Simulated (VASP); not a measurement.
# CdSe (R3m) in VASP: further runs, part 2 of 2

VASP 6.6.1. The steps go on from the part before.

## (3) Single point, PBE

This run uses another cell than the first one, of the same volume but with other edges.

Contents of INCAR:

```
PREC = Accurate
ENCUT = 520
EDIFF = 1E-6
ISMEAR = 0
SIGMA = 0.05
LREAL = False
LASPH = True
NELM = 60
ALGO = Normal
ISIF = 2
LWAVE = False
LCHARG = False
GGA = PE
NBANDS = 16
```

Contents of KPOINTS:

```
Automatic mesh
0
Gamma
  10 10 10
```

Contents of POSCAR:

```
CdSe
1.0
    0.0000000000      3.1622356986      3.1622356986
    3.1622356986      0.0000000000      3.1622356986
    3.2486701410      3.2486701410     -0.0864344424
Cd Se
1 1
Direct
    0.0000000000      0.0000000000      0.0000000000
    0.7500000000      0.7500000000      0.7500000000
```

Potentials or basis: VASP PAW PBE potentials, release 64 (Cd, Se).

The run is started by

```console
$ cat potpaw_PBE.64/Cd/POTCAR potpaw_PBE.64/Se/POTCAR > POTCAR
$ mpirun -np 1 vasp_std > vasp.out
```

OUTCAR:

```text
PREC = Accurate
   ENCUT = 520
   EDIFF = 1E-6
   ISMEAR = 0
   LREAL = False
   LASPH = True
   NELM = 60
   ISIF = 2
   GGA = PE

 ion  position               nearest neighbor table
   1  0.000  0.000  0.000-   2 2.75   2 2.75   2 2.75   2 2.85
   2  0.750  0.750  0.750-   1 2.75   1 2.75   1 2.75   1 2.85

  LATTYP: Found a trigonal (rhomboedric) cell.
 ALAT       =     4.5951263620
 COS(alpha) =     0.5264197777

  Lattice vectors:

 A1 = (   3.2486701410,   0.0864344424,  -3.2486701410)
 A2 = (   0.0864344424,   3.2486701410,  -3.2486701410)
 A3 = (   3.2486701410,   3.2486701410,  -0.0864344424)

Analysis of symmetry for initial positions (statically):
=====================================================================
 Subroutine PRICEL returns:
 Original cell was already a primitive cell.

 Routine SETGRP: Setting up the symmetry group for a
 trigonal (rhombohedral) supercell.

 Subroutine GETGRP returns: Found  6 space group operations
 (whereof  6 operations were pure point group operations)
 out of a pool of 12 trial point group operations.

[... 156 lines left out ...]
  ---------------------------------------------------
  ext. energy  EPLUGINS =         0.00000000
  ---------------------------------------------------
  free energy    TOTEN  =        -5.41893737 eV

  energy without entropy =       -5.41893734  energy(sigma->0) =       -5.41893736

 E-fermi :  -0.0054     XC(G=0):  -8.1906

 val. band max:       -0.1507964329   @ k =   0.0000   0.0000   0.0000
 cond. band min:       0.1343211202   @ k =   0.0000   0.0000   0.0000
 fundamental gap:      0.2851175531
 Fermi energy:        -0.0053534860

 k-point     1 :       0.0000    0.0000    0.0000
  band No.  band energies     occupation
      1     -12.0231      2.00000
      2      -7.7277      2.00000
      3      -7.7277      2.00000
      4      -7.7011      2.00000
      5      -7.4877      2.00000
      6      -7.4877      2.00000
[... 433 lines left out ...]
      3      -7.5849      2.00000
      4      -7.5589      2.00000
      5      -7.4605      2.00000
      6      -7.3597      2.00000
[... 8 lines left out ...]
     15      11.5913      0.00000
     16      12.4755      0.00000

 [... further k-points ...]
[... 5 lines left out ...]
  --------------------------------------------------------------------------------------
  -------------------------------------------------------------------------------------
  Total       -1.3692172     -1.3692172     -1.3692172     -0.2530862      0.2530862      0.2530862
  in kB      -33.3211135    -33.3211135    -33.3211135     -6.1590763      6.1590763      6.1590763
  external PRESSURE =     -33.3211135 kB  Pullay stress =       0.0000000 kB

 VOLUME and BASIS-vectors are now :
 -----------------------------------------------------------------------------
  energy-cutoff  :      520.00
  volume of cell :       65.84
      direct lattice vectors                 reciprocal lattice vectors
     0.000000000  3.162235699  3.162235699    -0.156040171  0.160191791  0.156040171
     3.162235699  0.000000000  3.162235699     0.160191791 -0.156040171  0.156040171
     3.248670141  3.248670141 -0.086434442     0.151888551  0.151888551 -0.151888551

 POSITION                                       TOTAL-FORCE (eV/Angst)
 -----------------------------------------------------------------------------------
      0.00000      0.00000      0.00000         0.043587      0.043587     -0.043587
      4.80818      4.80818      4.67853        -0.043587     -0.043587      0.043587
 -----------------------------------------------------------------------------------
    total drift:                               -0.000109     -0.000109      0.000109

  FREE ENERGIE OF THE ION-ELECTRON SYSTEM (eV)
  ---------------------------------------------------
  free  energy   TOTEN  =        -5.4189373684 eV

  energy  without entropy=       -5.4189373449  energy(sigma->0) =       -5.41893736
```

OSZICAR:

```text
N       E                     dE             d eps       ncg     rms          rms(c)
DAV:   1     0.105609332368E+03    0.10561E+03   -0.85230E+03  3752   0.984E+02
DAV:   2    -0.151036916557E+01   -0.10712E+03   -0.10144E+03  4544   0.242E+02
DAV:   3    -0.581289303032E+01   -0.43025E+01   -0.42944E+01  4344   0.502E+01
DAV:   4    -0.583326483544E+01   -0.20372E-01   -0.20371E-01  4800   0.345E+00
DAV:   5    -0.583340353983E+01   -0.13870E-03   -0.13870E-03  4456   0.249E-01    0.457E+00
DAV:   6    -0.543607345206E+01    0.39733E+00   -0.61492E-01  5136   0.809E+00    0.382E+00
DAV:   7    -0.541781581198E+01    0.18258E-01   -0.12395E-01  4360   0.230E+00    0.174E+00
DAV:   8    -0.541849439285E+01   -0.67858E-03   -0.10165E-02  4352   0.114E+00    0.224E-01
DAV:   9    -0.541879896748E+01   -0.30457E-03   -0.13124E-03  4624   0.385E-01    0.624E-02
DAV:  10    -0.541887916862E+01   -0.80201E-04   -0.13895E-04  4696   0.133E-01    0.470E-02
DAV:  11    -0.541893747360E+01   -0.58305E-04   -0.85985E-05  4552   0.547E-02    0.173E-02
DAV:  12    -0.541893736835E+01    0.10525E-06   -0.12108E-06  4200   0.803E-03
   1 F= -.54189374E+01 E0= -.54189374E+01  d E =-.234713E-07
```

Wall time 3.8 min (1 thread of AMD EPYC 7R13 (Zen 3), shared host); peak memory 0.25 GiB.

What came out:

| Quantity | Value |
| --- | --- |
| Free energy | -5.4189 eV |
| Pressure | -3.3 GPa |
| Largest force | 0.075 eV/Å |
| Band gap on the k mesh | 0.29 eV, direct |

Forces on the atoms (eV/Å):
```
Cd   0.044  0.044 -0.044
Se  -0.044 -0.044  0.044
```

Stress tensor (GPa, compression positive):
```
-3.33 -0.62  0.62
-0.62 -3.33  0.62
 0.62  0.62 -3.33
```

## (4) Single point, PBE

This run uses another cell than the first one, of 34.50 Å³/atom, 1.048 times its volume.

Contents of INCAR:

```
  ALGO = Normal
  EDIFF = 1E-7
  ENCUT = 520
  GGA = PE
  ISIF = 2
  ISMEAR = 0
  LASPH = T
  LCHARG = T
  LELF = T
  LREAL = F
  LVHAR = T
  LWAVE = F
  NBANDS = 16
  NELM = 100
  PREC = Accurate
  SIGMA = 0.05
```

Contents of KPOINTS:

```
k-points
0
Gamma
  10 10 10
```

Contents of POSCAR:

```
CdSe
1.0
    0.0000000000      3.2122581087      3.2122581087
    3.2122581087      0.0000000000      3.2122581087
    3.3000598303      3.3000598303     -0.0878017216
Cd Se
1 1
Direct
    0.0000000000      0.0000000000      0.0000000000
    0.7500000000      0.7500000000      0.7500000000
```

Potentials or basis: VASP PAW PBE potentials, release 64 (Cd, Se).

The run is started by

```console
$ cat potpaw_PBE.64/Cd/POTCAR potpaw_PBE.64/Se/POTCAR > POTCAR
$ mpirun -np 1 vasp_std > vasp.out
```

OUTCAR:

```text
EDIFF = 1E-7
   ENCUT = 520
   GGA = PE
   ISIF = 2
   ISMEAR = 0
   LASPH = T
   LREAL = F
   NELM = 100
   PREC = Accurate

 ion  position               nearest neighbor table
   1  0.000  0.000  0.000-   2 2.79   2 2.79   2 2.79   2 2.90
   2  0.750  0.750  0.750-   1 2.79   1 2.79   1 2.79   1 2.90

  LATTYP: Found a trigonal (rhomboedric) cell.
 ALAT       =     4.6678152180
 COS(alpha) =     0.5264197777

  Lattice vectors:

 A1 = (   3.3000598303,   0.0878017216,  -3.3000598303)
 A2 = (   0.0878017216,   3.3000598303,  -3.3000598303)
[... 626 lines left out ...]
      4      -7.7948      2.00000
      5      -7.7140      2.00000
      6      -7.6213      2.00000
[... 8 lines left out ...]
     15      11.1697      0.00000
     16      11.8826      0.00000

 [... further k-points ...]
[... 5 lines left out ...]
  --------------------------------------------------------------------------------------
  -------------------------------------------------------------------------------------
  Total       -1.9320060     -1.9320060     -1.9320060     -0.2105884      0.2105884      0.2105884
  in kB      -44.8546049    -44.8546049    -44.8546049     -4.8891459      4.8891459      4.8891459
  external PRESSURE =     -44.8546049 kB  Pullay stress =       0.0000000 kB

 VOLUME and BASIS-vectors are now :
 -----------------------------------------------------------------------------
  energy-cutoff  :      520.00
  volume of cell :       69.01
      direct lattice vectors                 reciprocal lattice vectors
     0.000000000  3.212258109  3.212258109    -0.153610259  0.157697229  0.153610259
     3.212258109  0.000000000  3.212258109     0.157697229 -0.153610259  0.153610259
     3.300059830  3.300059830 -0.087801722     0.149523289  0.149523289 -0.149523289

 POSITION                                       TOTAL-FORCE (eV/Angst)
 -----------------------------------------------------------------------------------
      0.00000      0.00000      0.00000         0.015900      0.015900     -0.015900
      4.88424      4.88424      4.75254        -0.015900     -0.015900      0.015900
 -----------------------------------------------------------------------------------
    total drift:                                0.000014      0.000014     -0.000014

  FREE ENERGIE OF THE ION-ELECTRON SYSTEM (eV)
  ---------------------------------------------------
  free  energy   TOTEN  =        -5.3409192726 eV

  energy  without entropy=       -5.3409182186  energy(sigma->0) =       -5.34091875
```

stdout:

```text
POSCAR found type information on POSCAR CdSe
 POSCAR found :  2 types and       2 ions
 scaLAPACK will be used
 LDA part: xc-table for (Slater+PW92), standard interpolation
 POSCAR, INCAR and KPOINTS ok, starting setup
 FFT: planning ... GRIDC
 FFT: planning ... GRID_SOFT
 FFT: planning ... GRID
 WAVECAR not read
 entering main loop
```

It took 4.3 min on 1 thread of AMD EPYC 7R13 (Zen 3), shared host; peak memory 0.26 GiB.

Results:

```yaml
Free_energy: -5.3409 eV
Pressure: -4.5 GPa
Largest_force: 0.028 eV/Å
Band_gap_on_the_k_mesh: 0.21 eV, direct
```

Forces on the atoms (eV/Å):
```
Cd   0.016  0.016 -0.016
Se  -0.016 -0.016  0.016
```

Levels at points of the mesh, in eV from the valence-band top:
```csv
k point,band 6,band 7,band 8,band 9,band 10,band 11,band 12,band 13
"(0.00, 0.00, 0.00)",-7.29,-0.13,0.00,0.00,0.21,5.57,5.96,5.96
"(0.50, 0.00, 0.00)",-7.12,-3.39,-0.56,-0.55,2.03,6.11,6.38,6.78
"(0.50, 0.50, 0.00)",-7.08,-3.28,-1.35,-1.22,3.29,3.52,8.17,9.01
"(0.00, 0.00, 0.50)",-7.15,-3.36,-0.44,-0.44,2.17,6.42,6.42,6.51
```

## (5) Single point, PBE

This run uses another cell than the first one, of 34.51 Å³/atom, 1.048 times its volume.

Contents of INCAR:

```
SYSTEM = CdSe
ALGO = Normal
EDIFF = 1E-6
ENCUT = 520
GGA = PE
ISIF = 2
ISMEAR = 0
LASPH = .TRUE.
LCHARG = .TRUE.
LELF = .TRUE.
LREAL = .FALSE.
LVHAR = .TRUE.
LWAVE = .FALSE.
NBANDS = 16
NELM = 60
PREC = Accurate
SIGMA = 0.05
```

Contents of KPOINTS:

```
k-points
0
G
  10 10 10
  0 0 0
```

Contents of POSCAR:

```
CdSe
1.0
    0.0000000000      3.2994874678      3.2994874678
    3.2994874678      0.0000000000      3.2994874678
    3.2128209303      3.2128209303      0.0866665375
Cd Se
1 1
Direct
    0.0000000000      0.0000000000      0.0000000000
    0.7500000000      0.7500000000      0.7500000000
```

The run is started by

```console
$ cat potpaw_PBE.64/Cd/POTCAR potpaw_PBE.64/Se/POTCAR > POTCAR
$ mpirun -np 1 vasp_std > vasp.out
```

Wall time 2.9 min (1 thread of AMD EPYC 7R13 (Zen 3), shared host); peak memory 0.26 GiB.

It converged, with:

| Item | Value |
| --- | --- |
| Free energy | -5.3400 eV |
| Pressure | -4.5 GPa |
| Largest force | 0.083 eV/Å |
| Band gap on the k mesh | 0.27 eV, direct |

Forces in eV/Å, atoms in the order of the input:
```
Cd  -0.048 -0.048  0.048
Se   0.048  0.048 -0.048
```

Stress tensor (GPa, compression positive):
```
-4.47  0.57 -0.57
 0.57 -4.47 -0.57
-0.57 -0.57 -4.47
```

Levels at points of the mesh, in eV from the valence-band top:
```tsv
k point	band 5	band 6	band 7	band 8	band 9	band 10	band 11	band 12	band 13	band 14
(0.00, 0.00, 0.00)	-7.25	-7.25	-0.01	0.00	0.00	0.27	5.74	5.74	6.16	8.98
(0.50, 0.00, 0.00)	-7.23	-7.08	-3.33	-0.45	-0.45	2.14	6.25	6.47	6.74	9.58
(0.50, 0.50, 0.00)	-7.22	-7.04	-3.23	-1.31	-1.17	3.33	3.57	8.23	8.98	9.15
(0.00, 0.00, 0.50)	-7.23	-7.06	-3.36	-0.57	-0.57	2.01	6.21	6.21	6.94	9.43
```

## (6) Overview

| cell | gap on the mesh (eV) | pressure (GPa) | largest force (eV/Å) |
| --- | --- | --- | --- |
| a = 4.594, b = 4.594, c = 4.474 Å, angles 59.1, 59.1, 60.0°, 2 atoms | 0.33 | -3.3 | 0.14 |
| a = 4.472, b = 4.472, c = 4.595 Å, angles 60.9, 60.9, 60.0°, 2 atoms | 0.29 | -3.3 | 0.08 |
| a = 4.543, b = 4.543, c = 4.668 Å, angles 60.9, 60.9, 60.0°, 2 atoms | 0.21 | -4.5 | 0.03 |
| a = 4.666, b = 4.666, c = 4.544 Å, angles 59.1, 59.1, 60.0°, 2 atoms | 0.27 | -4.5 | 0.08 |

Alike in all rows: task single point; level PBE; potentials or basis VASP PAW PBE potentials, release 64 (Cd, Se); no spin polarisation; k mesh 10 × 10 × 10; cutoff (eV) 520; smearing gaussian 0.05 eV.

Absolute energies hang on the potentials; compare differences alone.
